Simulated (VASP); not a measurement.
# KBr (Fm-3m) in VASP: further runs, part 2 of 2

VASP 6.6.1.

## (4) Relaxation of cell and atoms, revPBE

This run uses another cell than the first one, of 35.94 Å³/atom, 0.946 times its volume.

Input file INCAR:

```
  PREC = Accurate
  ENCUT = 600
  EDIFF = 1E-6
  ISMEAR = -1
  SIGMA = 0.05
  LREAL = False
  LASPH = True
  NELM = 100
  ALGO = Normal
  ISIF = 3
  LWAVE = False
  LCHARG = False
  GGA = RE
  IBRION = 2
  NSW = 80
  EDIFFG = -0.005
```

Input file KPOINTS:

```
Automatic mesh
0
Gamma
  7 7 7
```

Input file POSCAR:

```
KBr
1.0
    0.0000000000      3.3000000000      3.3000000000
    3.3000000000      0.0000000000      3.3000000000
    3.3000000000      3.3000000000      0.0000000000
Br K
1 1
Direct
    0.5000000000      0.5000000000      0.5000000000
    0.0000000000      0.0000000000      0.0000000000
```

Potentials or basis: VASP PAW PBE potentials, release 64 (Br, K_sv).

Launch:

```console
$ cat potpaw_PBE.64/Br/POTCAR potpaw_PBE.64/K_sv/POTCAR > POTCAR
$ mpirun -np 1 vasp_std > vasp.out
```

OUTCAR:

```text
PREC = Accurate
   ENCUT = 600
   EDIFF = 1E-6
   ISMEAR = -1
   LREAL = False
   LASPH = True
   NELM = 100
   ISIF = 3
   GGA = RE
   IBRION = 2
   NSW = 80
   EDIFFG = -0.005

 ion  position               nearest neighbor table
   1  0.500  0.500  0.500-   2 3.30   2 3.30   2 3.30   2 3.30   2 3.30   2 3.30
   2  0.000  0.000  0.000-   1 3.30   1 3.30   1 3.30   1 3.30   1 3.30   1 3.30

  LATTYP: Found a face centered cubic cell.
 ALAT       =     6.6000000000

  Lattice vectors:

 A1 = (   0.0000000000,   3.3000000000,   3.3000000000)
 A2 = (   3.3000000000,   0.0000000000,   3.3000000000)
 A3 = (   3.3000000000,   3.3000000000,   0.0000000000)

Analysis of symmetry for initial positions (statically):
=====================================================================
 Subroutine PRICEL returns:
 Original cell was already a primitive cell.

 Routine SETGRP: Setting up the symmetry group for a
 face centered cubic supercell.

 Subroutine GETGRP returns: Found 48 space group operations
 (whereof 48 operations were pure point group operations)
 out of a pool of 48 trial point group operations.

The static configuration has the point symmetry O_h .

Analysis of symmetry for dynamics (positions and initial velocities):
=====================================================================
 Subroutine PRICEL returns:
 Original cell was already a primitive cell.

 Routine SETGRP: Setting up the symmetry group for a
 face centered cubic supercell.

 Subroutine GETGRP returns: Found 48 space group operations
 (whereof 48 operations were pure point group operations)
 out of a pool of 48 trial point group operations.

The dynamic configuration has the point symmetry O_h .

 Subroutine INISYM returns: Found 48 space group operations
 (whereof 48 operations are pure point group operations),
 and found     1 'primitive' translations

----------------------------------------------------------------------------------------

                                     Primitive cell
[... 99 lines left out ...]
   EMIN   =  10.00;   EMAX   =-10.00  energy-range for DOS
   EFERMI =   0.00;   METHOD = LEGACY
   ISMEAR =    -1;   SIGMA  =   0.05  broadening in eV -4-tet -1-fermi 0-gaus
   EFERMI_NEDOS =   21; number of points for ismear=-14 and -15
   IALGO  =     38    algorithm
   IMIX   =      4    mixing-type and parameters
     AMIX     =   0.40;   BMIX     =  1.00
     AMIX_MAG =   1.60;   BMIX_MAG =  1.00
  volume/ion in A,a.u.               =      35.94       242.51
  Fermi-wavevector in a.u.,A,eV,Ry     =   0.992181  1.874950 13.393889  0.984423
  Thomas-Fermi vector in A             =   2.123975
   LORBIT       =      0    0 simple, 1 ext, 2 COOP (PROOUT), +10 PAW based schemes
   GGA     = RE    functional components
   LHFCALC =     F    Hartree Fock is set to
   AEXX    =    0.0000 exact exchange contribution
   IVDW    =     0    specifies the selected vdW correction
   LEPSILON=     F    determine dielectric tensor
   LRPA    =     F    only Hartree local field effects (RPA)
 conjugate gradient relaxation of ions
 non-spin polarized calculation
  energy-cutoff  :      600.00
  volume of cell :       71.87
 maximum number of plane-waves:      2421
 NGX is ok and might be reduce to    40
   NGX = 19   NGY = 19   NGZ = 19

--------------------------------------- Ionic step        1  -------------------------------------------

 number of electron      16.0000000 magnetization

 Free energy of the ion-electron system (eV)
  ---------------------------------------------------
  ext. energy  EPLUGINS =         0.00000000
  ---------------------------------------------------
  free energy    TOTEN  =        -5.86653066 eV

  energy without entropy =       -5.86653066  energy(sigma->0) =       -5.86653066

------------------------ aborting loop because EDIFF is reached ----------------------------------------

  FORCE on cell =-STRESS in cart. coord.  units (eV):
  Direction    XX          YY          ZZ          XY          YZ          ZX
  --------------------------------------------------------------------------------------
  -------------------------------------------------------------------------------------
  Total        0.8589847      0.8589847      0.8589847      0.0000000      0.0000000      0.0000000
  in kB       19.1480337     19.1480337     19.1480337      0.0000000      0.0000000      0.0000000
  external PRESSURE =      19.1480337 kB  Pullay stress =       0.0000000 kB
[... 95 lines left out ...]
--------------------------------------- Ionic step        4  -------------------------------------------

 number of electron      16.0000000 magnetization

 Free energy of the ion-electron system (eV)
  ---------------------------------------------------
  ext. energy  EPLUGINS =         0.00000000
  ---------------------------------------------------
  free energy    TOTEN  =        -5.91981592 eV

  energy without entropy =       -5.91981592  energy(sigma->0) =       -5.91981592

 E-fermi :  -1.0029     XC(G=0):  -6.5564

 val. band max:       -2.0966423239   @ k =   0.0000   0.0000   0.0000
 cond. band min:       2.3027789048   @ k =   0.0000   0.0000   0.0000
 fundamental gap:      4.3994212287
 Fermi energy:        -1.0028637743

 k-point     1 :       0.0000    0.0000    0.0000
  band No.  band energies     occupation
      1     -30.2792      2.00000
      2     -14.2116      2.00000
      3     -13.7128      2.00000
      4     -13.7128      2.00000
      5     -13.7128      2.00000
      6      -2.0966      2.00000
      7      -2.0966      2.00000
      8      -2.0966      2.00000
      9       2.3028      0.00000
     10       5.6157      0.00000
     11       5.6157      0.00000
     12       5.6157      0.00000
[... 312 lines left out ...]
  FREE ENERGIE OF THE ION-ELECTRON SYSTEM (eV)
  ---------------------------------------------------
  free  energy   TOTEN  =        -5.9198159201 eV

  energy  without entropy=       -5.9198159201  energy(sigma->0) =       -5.91981592

 reached required accuracy - stopping structural energy minimisation
```

OSZICAR:

```text
N       E                     dE             d eps       ncg     rms          rms(c)
DAV:   1     0.116795925256E+03    0.11680E+03   -0.77485E+03   480   0.132E+03
DAV:   2     0.126900067183E+01   -0.11553E+03   -0.10796E+03   632   0.284E+02
DAV:   3    -0.574864363958E+01   -0.70176E+01   -0.69941E+01   616   0.660E+01
[... 34 lines left out ...]
DAV:   3    -0.591976074679E+01    0.24578E-02   -0.77867E-03   844   0.727E-01    0.183E-01
DAV:   4    -0.591980584401E+01   -0.45097E-04   -0.16983E-04   880   0.861E-02    0.817E-02
DAV:   5    -0.591981947285E+01   -0.13629E-04   -0.23734E-04   940   0.910E-02    0.161E-02
DAV:   6    -0.591981590545E+01    0.35674E-05   -0.75824E-06   904   0.282E-02    0.507E-03
DAV:   7    -0.591981592012E+01   -0.14671E-07   -0.29995E-07   428   0.477E-03
   4 F= -.59198159E+01 E0= -.59198159E+01  d E =-.532853E-01
```

Wall time 92 s (1 thread of Intel Xeon Platinum 8488C (Sapphire Rapids), shared host); peak memory 0.26 GiB.

Results:

```yaml
Free_energy: -5.9198 eV
Relaxed_volume: 40.97 Å³/atom
Relaxed_cell: a = 4.875 Å, b = 4.875 Å, c = 4.875 Å, α = 60.00°, β = 60.00°, γ = 60.00°
Space_group_after_relaxing_to_0.05_Å: Fm-3m (No. 225)
Energy_gained_by_relaxing: 26.6 meV/atom
Ionic_steps: 4
Pressure_after_relaxing: 0.0 GPa
Band_gap_on_the_k_mesh: 4.40 eV, direct
```

Step by step:
```tsv
step	energy change (eV)	largest force (eV/Å)	pressure (GPa)	volume (Å³)
1	0.0000	0.0000	1.91	71.87
2	-0.0389	0.0000	0.89	76.43
3	-0.0529	0.0000	0.13	81.06
4	-0.0533	0.0000	0.00	81.94
```

Final structure:
```
Br K
1.0
     0.00000    3.44742    3.44742
     3.44742    0.00000    3.44742
     3.44742    3.44742    0.00000
Br K
1 1
Cartesian
  3.4474 3.4474 3.4474
  6.8948 3.4474 3.4474
```

Caveat: the PAW data sets were made with another functional, which shifts forces and pressure a little; the volume moved by +14 % from the deposited cell, more than functionals usually miss. revPBE gives volumes clearly too large for solids.

## (5) Single point, PBE0

This run uses another cell than the first one, of 35.94 Å³/atom, 0.946 times its volume.

POSCAR is that of step 4.

Input file INCAR.step1:

```
SYSTEM = KBr
ALGO = Normal
EDIFF = 1E-5
ENCUT = 520
GGA = PE
ISIF = 2
ISMEAR = -1
LASPH = .TRUE.
LREAL = .FALSE.
LWAVE = .TRUE.
NBANDS = 15
NELM = 80
PREC = Accurate
SIGMA = 0.05
```

Input file INCAR.step2:

```
SYSTEM = KBr
AEXX = 0.25
ALGO = Normal
EDIFF = 1E-6
ENCUT = 520
GGA = PE
ISIF = 2
ISMEAR = -1
ISTART = 1
LASPH = .TRUE.
LCHARG = .TRUE.
LELF = .TRUE.
LHFCALC = .TRUE.
LREAL = .FALSE.
LVHAR = .TRUE.
LWAVE = .FALSE.
NBANDS = 15
NELM = 80
PREC = Accurate
PRECFOCK = Normal
SIGMA = 0.05
```

Input file KPOINTS:

```
k-points
0
G
  4 4 4
  0 0 0
```

Launch:

```console
$ cat potpaw_PBE.64/Br/POTCAR potpaw_PBE.64/K_sv/POTCAR > POTCAR
$ cp INCAR.step1 INCAR
$ mpirun -np 1 vasp_std > vasp.out
$ cp INCAR.step2 INCAR
$ mpirun -np 1 vasp_std > vasp.out
```

Run time: 8 min. Hardware: 1 thread of Intel Xeon 6975P-C, shared host; peak memory 0.22 GiB.

Results (log left out):

```
Free energy            : -7.6885 eV
Pressure               : 0.4 GPa
Band gap on the k mesh : 6.33 eV, direct
```

Levels at points of the mesh, in eV from the valence-band top:
| k point | band 5 | band 6 | band 7 | band 8 | band 9 | band 10 | band 11 | band 12 |
| --- | --- | --- | --- | --- | --- | --- | --- | --- |
| (0.00, 0.00, 0.00) | -12.11 | 0.00 | 0.00 | 0.00 | 6.33 | 9.74 | 9.74 | 9.74 |
| (0.50, 0.00, 0.00) | -11.85 | -1.26 | -0.35 | -0.35 | 8.48 | 10.36 | 12.15 | 12.15 |
| (0.50, 0.50, 0.00) | -12.15 | -0.89 | -0.31 | -0.31 | 7.81 | 9.25 | 11.53 | 11.76 |

Caveat: the PAW data sets were made with another functional, which shifts forces and pressure a little.

## (6) The runs side by side

```tsv
task	level	cell	k mesh	cutoff (eV)	grid for exact exchange (PRECFOCK)	gap on the mesh (eV)	pressure (GPa)	relaxed volume (Å³/atom)
single point	revPBE+D4	a = 4.753 Å, angles 60.0°, 2 atoms	7 × 7 × 7	520	-	4.58	0.1	-
relaxation of cell and atoms	revPBE+D4	relaxed from a = 4.667 Å, angles 60.0°, 2 atoms	7 × 7 × 7	600	-	4.57	0.0	38.16
relaxation of cell and atoms	revPBE	relaxed from a = 4.667 Å, angles 60.0°, 2 atoms	7 × 7 × 7	600	-	4.40	0.0	40.97
single point	PBE0	a = 4.667 Å, angles 60.0°, 2 atoms	4 × 4 × 4	520	Normal	6.33	0.4	-
```

Alike in all rows: potentials or basis VASP PAW PBE potentials, release 64 (Br, K_sv); no spin polarisation; smearing fermi-dirac 0.05 eV.

Caveats: the PAW data sets were made with another functional, which shifts forces and pressure a little; the volume moved by +14 % from the deposited cell, more than functionals usually miss (some runs).

Total energies depend on the potentials used, so only differences within one code and one set of settings carry meaning.
